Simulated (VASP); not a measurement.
# Si2C3 (P6_3/mmc) in VASP: a series of runs

Si2C3 is run at these levels: PBE; tasks: relaxation of cell and atoms, single point.

Program: VASP 6.6.1. These are calculated values, not measurements. Logs are shortened: lines on timing, memory, paths and dates and some standing lists are left out, and cuts for length are marked.

## (1) The cell of the first run

Symmetry: P6_3/mmc, No. 194, hexagonal system. The conventional cell has a = 2.636 Å, b = 2.636 Å, c = 22.878 Å, α = 90.00°, β = 90.00°, γ = 120.00°. Si (site symmetry 3m) has 6 Si at 2.64 Å and 6 C at 2.75 Å within 3.5 Å. C (site symmetry -6m2) has 6 C at 2.64 Å and 6 Si at 2.75 Å within 3.5 Å. C (site symmetry 3m) has 9 C at 2.64 to 2.75 Å and 3 Si at 2.75 Å within 3.5 Å.

## (2) Relaxation of cell and atoms, PBE

INCAR

```
SYSTEM = Si2C3
ALGO = Normal
EDIFF = 1E-6
EDIFFG = -0.04
ENCUT = 600
GGA = PE
IBRION = 2
ISIF = 3
ISMEAR = 0
LASPH = .TRUE.
LCHARG = .FALSE.
LREAL = .FALSE.
LWAVE = .FALSE.
NELM = 100
NSW = 90
PREC = Accurate
SIGMA = 0.1
```

KPOINTS

```
k-points
0
G
  6 6 1
  0 0 0
```

POSCAR

```
Si2C3
1.0
    2.6359670200      0.0000000000      0.0000000000
   -1.3179835100      2.2828144000      0.0000000000
    0.0000000000      0.0000000000     22.8783716700
Si C
4 6
Direct
    0.6666666700      0.3333333300      0.1500000000
    0.6666666700      0.3333333300      0.3500000000
    0.3333333300      0.6666666700      0.6500000000
    0.3333333300      0.6666666700      0.8500000000
    0.6666666700      0.3333333300      0.7500000000
    0.6666666700      0.3333333300      0.9500000000
    0.6666666700      0.3333333300      0.5500000000
    0.3333333300      0.6666666700      0.0500000000
    0.3333333300      0.6666666700      0.2500000000
    0.3333333300      0.6666666700      0.4500000000
```

Potentials or basis: VASP PAW PBE potentials, release 64 (Si, C).

Launch:

```
$ cat potpaw_PBE.64/Si/POTCAR potpaw_PBE.64/C/POTCAR > POTCAR
$ mpirun -np 1 vasp_std > vasp.out
```

OUTCAR:

```text
SYSTEM = Si2C3
   EDIFF = 1E-6
   EDIFFG = -0.04
   ENCUT = 600
   GGA = PE
   IBRION = 2
   ISIF = 3
   ISMEAR = 0
   LASPH = .TRUE.
   LREAL = .FALSE.
   NELM = 100
   NSW = 90
   PREC = Accurate

 ion  position               nearest neighbor table
   1  0.667  0.333  0.150-
   2  0.667  0.333  0.350-
   3  0.333  0.667  0.650-
   4  0.333  0.667  0.850-
   5  0.667  0.333  0.750-
   6  0.667  0.333  0.950-
   7  0.667  0.333  0.550-
   8  0.333  0.667  0.050-
   9  0.333  0.667  0.250-
  10  0.333  0.667  0.450-

  LATTYP: Found a hexagonal cell.
 ALAT       =     2.6359670200
 C/A-ratio  =     8.6793087684

  Lattice vectors:

 A1 = (   2.6359670200,   0.0000000000,   0.0000000000)
 A2 = (  -1.3179835100,   2.2828144000,   0.0000000000)
 A3 = (   0.0000000000,   0.0000000000,  22.8783716700)

Analysis of symmetry for initial positions (statically):
=====================================================================
 Subroutine PRICEL returns:
 Original cell was already a primitive cell.

 Routine SETGRP: Setting up the symmetry group for a
 hexagonal supercell.

 Subroutine GETGRP returns: Found 24 space group operations
 (whereof 12 operations were pure point group operations)
 out of a pool of 24 trial point group operations.

The static configuration has the point symmetry D_3d.
 The point group associated with its full space group is D_6h.

Analysis of symmetry for dynamics (positions and initial velocities):
=====================================================================
 Subroutine PRICEL returns:
 Original cell was already a primitive cell.

 Routine SETGRP: Setting up the symmetry group for a
 hexagonal supercell.

 Subroutine GETGRP returns: Found 24 space group operations
 (whereof 12 operations were pure point group operations)
 out of a pool of 24 trial point group operations.

The dynamic configuration has the point symmetry D_3d.
 The point group associated with its full space group is D_6h.

 Subroutine INISYM returns: Found 24 space group operations
 (whereof 12 operations are pure point group operations),
 and found     1 'primitive' translations

----------------------------------------------------------------------------------------

                                     Primitive cell
[... 78 lines left out ...]
   NGXF,Y,Z  is equivalent  to a cutoff of  30.27, 30.27, 27.90 a.u.
 SYSTEM =  Si2C3
   PREC   = accura    normal or accurate (medium, high low for compatibility)
   ISTART =      0    job   : 0-new  1-cont  2-samecut
   ICHARG =      2    charge: 1-file 2-atom 10-const
   ISPIN  =      1    spin polarized calculation?
   LNONCOLLINEAR =      F non collinear calculations
   LSORBIT =      F    spin-orbit coupling
   LASPH  =      T    aspherical Exc in radial PAW
   ENCUT  =  600.0 eV  44.10 Ry    6.64 a.u.   5.26  5.26 45.69*2*pi/ulx,y,z
   NELM   =    100;   NELMIN=  2; NELMDL= -5     # of ELM steps
   EDIFF  = 0.1E-05   stopping-criterion for ELM
   LREAL  =      F    real-space projection
   EDIFFG = -.4E-01   stopping-criterion for IOM
   NSW    =     90    number of steps for IOM
   IBRION =      2    ionic relax: 0-MD 1-quasi-New 2-CG
   NFREE  =      1    steps in history (QN), initial steepest desc. (CG)
   ISIF   =      3    stress and relaxation
   ISYM   =      2    0-nonsym 1-usesym 2-fastsym
   POTIM  = 0.5000    time-step for ionic-motion
   TEBEG  =    0.0;   TEEND  =   0.0 temperature during run
   PSTRESS=    0.0 pullay stress
   NELECT =      40.0000    total number of electrons
   NUPDOWN=      -1.0000    fix difference up-down
   EMIN   =  10.00;   EMAX   =-10.00  energy-range for DOS
   EFERMI =   0.00;   METHOD = LEGACY
   ISMEAR =     0;   SIGMA  =   0.10  broadening in eV -4-tet -1-fermi 0-gaus
   EFERMI_NEDOS =   21; number of points for ismear=-14 and -15
   IALGO  =     38    algorithm
   IMIX   =      4    mixing-type and parameters
     AMIX     =   0.40;   BMIX     =  1.00
     AMIX_MAG =   1.60;   BMIX_MAG =  1.00
  volume/ion in A,a.u.               =      13.77        92.90
  Fermi-wavevector in a.u.,A,eV,Ry     =   1.084300  2.049031 15.996468  1.175707
  Thomas-Fermi vector in A             =   2.220387
   LORBIT       =      0    0 simple, 1 ext, 2 COOP (PROOUT), +10 PAW based schemes
   GGA     = PE    functional components
   LHFCALC =     F    Hartree Fock is set to
   AEXX    =    0.0000 exact exchange contribution
   IVDW    =     0    specifies the selected vdW correction
   LEPSILON=     F    determine dielectric tensor
   LRPA    =     F    only Hartree local field effects (RPA)
 conjugate gradient relaxation of ions
 non-spin polarized calculation
 Gauss-broadening in eV      SIGMA  =   0.10
  energy-cutoff  :      600.00
  volume of cell :      137.67
 maximum number of plane-waves:      4632
 NGX is ok and might be reduce to    24
   NGX = 11   NGY = 11   NGZ = 91

--------------------------------------- Ionic step        1  -------------------------------------------

 number of electron      40.0000001 magnetization

 Free energy of the ion-electron system (eV)
  ---------------------------------------------------
  ext. energy  EPLUGINS =         0.00000000
  ---------------------------------------------------
  free energy    TOTEN  =       -44.17082269 eV

  energy without entropy =      -44.13655828  energy(sigma->0) =      -44.15369049

------------------------ aborting loop because EDIFF is reached ----------------------------------------

  FORCE on cell =-STRESS in cart. coord.  units (eV):
  Direction    XX          YY          ZZ          XY          YZ          ZX
  --------------------------------------------------------------------------------------
  -------------------------------------------------------------------------------------
  Total      -14.6027033    -14.6027032    -21.1772514      0.0000000      0.0000000     -0.0000000
  in kB     -169.9449078   -169.9449074   -246.4588903      0.0000000      0.0000000     -0.0000000
  external PRESSURE =    -195.4495685 kB  Pullay stress =       0.0000000 kB
[... 536 lines left out ...]
     25       8.2244      0.00000
     26       8.2396      0.00000

[... ionic steps 4 to 51 ...]

--------------------------------------- Ionic step       52  -------------------------------------------

 number of electron      40.0000000 magnetization

------------------------ aborting loop because EDIFF is reached ----------------------------------------
[... 83 lines left out ...]
--------------------------------------- Ionic step       54  -------------------------------------------

 number of electron      40.0000000 magnetization

 Free energy of the ion-electron system (eV)
  ---------------------------------------------------
  ext. energy  EPLUGINS =         0.00000000
  ---------------------------------------------------
  free energy    TOTEN  =       -70.02269837 eV

  energy without entropy =      -69.99912964  energy(sigma->0) =      -70.01091401

 E-fermi :   5.2210     XC(G=0):  -9.5002

 val. band max:        5.2122629375   @ k =   0.3333   0.3333   0.0000
 cond. band min:       5.2363796467   @ k =   0.3333   0.3333   0.0000
 fundamental gap:      0.0241167091
 Fermi energy:         5.2209576734
[... 238 lines left out ...]
  FREE ENERGIE OF THE ION-ELECTRON SYSTEM (eV)
  ---------------------------------------------------
  free  energy   TOTEN  =       -70.0226983738 eV

  energy  without entropy=      -69.9991296398  energy(sigma->0) =      -70.01091401

 reached required accuracy - stopping structural energy minimisation
```

OSZICAR:

```text
N       E                     dE             d eps       ncg     rms          rms(c)
DAV:   1     0.120345579147E+03    0.12035E+03   -0.18989E+04   364   0.150E+03
DAV:   2    -0.295957452419E+02   -0.14994E+03   -0.14420E+03   436   0.209E+02
DAV:   3    -0.434571402239E+02   -0.13861E+02   -0.13413E+02   524   0.508E+01
[... 660 lines left out ...]
DAV:   1    -0.700227724654E+02   -0.52872E-03   -0.30026E-02   384   0.910E-01    0.662E-02
DAV:   2    -0.700237755622E+02   -0.10031E-02   -0.72943E-04   476   0.139E-01    0.232E-01
DAV:   3    -0.700226929843E+02    0.10826E-02   -0.42677E-04   428   0.985E-02    0.194E-02
DAV:   4    -0.700226986205E+02   -0.56362E-05   -0.57477E-05   392   0.353E-02    0.798E-03
DAV:   5    -0.700226983738E+02    0.24662E-06   -0.29127E-06   406   0.907E-03
  54 F= -.70022698E+02 E0= -.70010914E+02  d E =-.454775E-03
```

CONTCAR:

```text
Si2C3
   1.00000000000000
     2.6172389832523546   -0.0000000000000000   -0.0000000000000000
    -1.3086194916261773    2.2665954451646582   -0.0000000000000000
    -0.0000000000000000    0.0000000000000000   22.1291494961524364
  Si              C
     4     6
Direct
     0.6666666699999979    0.3333333300000021    0.1936344315303892
     0.6666666699999979    0.3333333300000021    0.3063655684696106
     0.3333333300000021    0.6666666699999979    0.6936344315303896
     0.3333333300000021    0.6666666699999979    0.8063655684696104
     0.6666666699999979    0.3333333300000021    0.7500000000000000
     0.6666666699999979    0.3333333300000021    0.0000305222705209
     0.6666666699999979    0.3333333300000021    0.4999694777294790
     0.3333333300000021    0.6666666699999979    0.9999694777294794
     0.3333333300000021    0.6666666699999979    0.2500000000000000
     0.3333333300000021    0.6666666699999979    0.5000305222705205

  0.00000000E+00  0.00000000E+00  0.00000000E+00
  0.00000000E+00  0.00000000E+00  0.00000000E+00
  0.00000000E+00  0.00000000E+00  0.00000000E+00
  0.00000000E+00  0.00000000E+00  0.00000000E+00
  0.00000000E+00  0.00000000E+00  0.00000000E+00
  0.00000000E+00  0.00000000E+00  0.00000000E+00
  0.00000000E+00  0.00000000E+00  0.00000000E+00
  0.00000000E+00  0.00000000E+00  0.00000000E+00
  0.00000000E+00  0.00000000E+00  0.00000000E+00
  0.00000000E+00  0.00000000E+00  0.00000000E+00
```

Run time: 16 min. Hardware: 1 thread of Intel Xeon 6975P-C (Granite Rapids), shared host; peak memory 0.33 GiB.

Results:

```yaml
Free_energy: -70.0227 eV
Relaxed_volume: 13.13 Å³/atom
Relaxed_cell: a = 2.617 Å, b = 2.617 Å, c = 22.129 Å, α = 90.00°, β = 90.00°, γ = 120.00°
Space_group_after_relaxing_to_0.05_Å: P6_3/mmc (No. 194)
Energy_gained_by_relaxing: 2585.2 meV/atom
Ionic_steps: 54
Pressure_after_relaxing: 0.0 GPa
Largest_force_after_relaxing: 0.018 eV/Å
Band_gap_on_the_k_mesh: zero (band 20 reaches 6.09 eV, above the bottom of band 21 at 4.98 eV)
```

Forces on the atoms (eV/Å):
```
Si   0.000  0.000  0.006
Si   0.000  0.000 -0.006
Si   0.000  0.000  0.006
Si   0.000  0.000 -0.006
C    0.000  0.000  0.000
C    0.000  0.000 -0.018
C    0.000  0.000  0.018
C    0.000  0.000  0.018
C    0.000  0.000  0.000
C    0.000  0.000 -0.018
```

Step by step:
```
step  energy change (eV)  largest force (eV/Å)  pressure (GPa)  volume (Å³)
   1              0.0000                0.2604          -19.54       137.67
   3             -3.6904                1.2273            2.39        96.46
   5             -5.7327                1.6404           17.08        84.79
   7             -5.9116                1.7605           24.19        81.82
   9            -15.4261                0.9568          -23.90       108.38
  11            -17.4366                1.4965          -25.43       102.11
  13            -18.3181                1.9672          -22.95        98.41
  15            -17.3142                3.1280           82.49        69.03
  17            -20.2887                1.2613            7.81        82.80
  19            -21.4769                1.8655            8.54        84.20
  21            -19.1685                4.9742           31.11        86.77
  23            -23.2461                2.1925           16.74        87.71
  25            -23.5742                1.9504            9.39        91.67
  27            -24.2322                1.1614            0.59        95.75
  29            -24.2980                1.5509           -3.74        98.16
  31            -24.8973                0.6507            8.08        98.07
  33            -25.3845                1.4179            9.11       104.94
  35            -25.6676                0.2390           -1.46       111.11
  37            -25.6992                0.3762           -0.47       111.21
  39            -25.7205                0.2755            1.05       111.22
  41            -25.7478                0.0382            1.86       112.28
  43            -25.7631                0.2284           -3.19       119.88
  45            -25.7861                0.1226           -1.17       117.50
  47            -25.8394                0.1084            0.33       123.70
  49            -25.8375                0.2573            1.61       127.00
  51            -25.8514                0.0706           -0.19       131.62
  53            -25.8514                0.0806           -0.07       131.27
  54            -25.8519                0.0183            0.00       131.28
```

Final structure:
```yaml
crystal:
  lattice:
    - [2.61724, 0.00000, 0.00000]
    - [-1.30862, 2.26660, 0.00000]
    - [0.00000, 0.00000, 22.12915]
  atoms:
    - { symbol: Si, position: [0.66667, 0.33333, 0.19363] }
    - { symbol: Si, position: [0.66667, 0.33333, 0.30637] }
    - { symbol: Si, position: [0.33333, 0.66667, 0.69363] }
    - { symbol: Si, position: [0.33333, 0.66667, 0.80637] }
    - { symbol: C, position: [0.66667, 0.33333, 0.75000] }
    - { symbol: C, position: [0.66667, 0.33333, 0.00003] }
    - { symbol: C, position: [0.66667, 0.33333, 0.49997] }
    - { symbol: C, position: [0.33333, 0.66667, 0.99997] }
    - { symbol: C, position: [0.33333, 0.66667, 0.25000] }
    - { symbol: C, position: [0.33333, 0.66667, 0.50003] }
```

Caveat: the k points lie up to 0.46 Å⁻¹ apart in the final cell.

## (3) Single point, PBE, collinear spin, ferromagnetic start

This run uses another cell than the first one, of 13.56 Å³/atom, 0.985 times its volume.

INCAR

```
PREC = Accurate
ENCUT = 520
EDIFF = 1E-7
ISMEAR = 0
SIGMA = 0.1
LREAL = False
LASPH = True
NELM = 150
ALGO = Normal
ISIF = 2
LWAVE = False
LCHARG = True
ISPIN = 2
MAGMOM = 0 0 0 0 1 1 1 1 1 1
LORBIT = 11
GGA = PE
LELF = True
LVHAR = True
NBANDS = 35
```

KPOINTS

```
regular mesh
0
Gamma
  6 6 1
```

POSCAR

```
Si2C3
1.0
    2.6170719925      0.0000000000      0.0000000000
   -1.3085359963      2.2664508291      0.0000000000
    0.0000000000      0.0000000000     22.8676493775
Si C
4 6
Direct
    0.6666666667      0.3333333333      0.1954542480
    0.6666666667      0.3333333333      0.3045457520
    0.3333333333      0.6666666667      0.6954542480
    0.3333333333      0.6666666667      0.8045457520
    0.6666666667      0.3333333333      0.7500000000
    0.6666666667      0.3333333333      0.9999835494
    0.6666666667      0.3333333333      0.5000164506
    0.3333333333      0.6666666667      0.0000164506
    0.3333333333      0.6666666667      0.2500000000
    0.3333333333      0.6666666667      0.4999835494
```

Potentials or basis: VASP PAW PBE potentials, release 64 (Si, C).

Launch:

```
$ cat potpaw_PBE.64/Si/POTCAR potpaw_PBE.64/C/POTCAR > POTCAR
$ mpirun -np 1 vasp_std > vasp.out
```

It took 78 s on 1 thread of Intel Xeon 6975P-C (Granite Rapids), shared host; peak memory 0.31 GiB.

The run converged. Its results:

- Free energy: -70.0102 eV
- Pressure: 0.2 GPa
- Largest force: 0.014 eV/Å
- Net moment: 0.10 μB per cell
- Valence electrons inside the program's atomic spheres: Si 1.61; C 2.59, 2.45

Forces in eV/Å, atoms in the order of the input:
```
Si   0.000  0.000  0.010
Si   0.000  0.000 -0.010
Si   0.000  0.000  0.010
Si   0.000  0.000 -0.010
C    0.000  0.000  0.000
C    0.000  0.000  0.014
C    0.000  0.000 -0.014
C    0.000  0.000 -0.014
C    0.000  0.000  0.000
C    0.000  0.000  0.014
```

Stress tensor (GPa, compression positive):
```
 0.24  0.00  0.00
 0.00  0.24  0.00
 0.00  0.00 -0.04
```

Levels at points of the mesh, in eV from the Fermi level:
Spin up:
```
           k point  band 17  band 18  band 19  band 20  band 21  band 22  band 23  band 24
(0.00, 0.00, 0.00)     0.87     0.87     0.87     0.87     3.26     4.05     4.65     6.14
(0.50, 0.00, 0.00)    -1.96    -1.96    -0.87    -0.85    -0.24    -0.23     1.54     1.56
```
Spin down:
```tsv
k point	band 16	band 17	band 18	band 19	band 20	band 21	band 22	band 23	band 24	band 25
(0.00, 0.00, 0.00)	-2.69	0.87	0.87	0.87	0.87	3.26	4.06	4.66	6.15	7.23
(0.50, 0.00, 0.00)	-1.98	-1.96	-1.96	-0.87	-0.85	-0.24	-0.23	1.62	1.64	2.50
```

Caveat: the k points lie up to 0.46 Å⁻¹ apart.

(Part 1 of 2 ends here.)
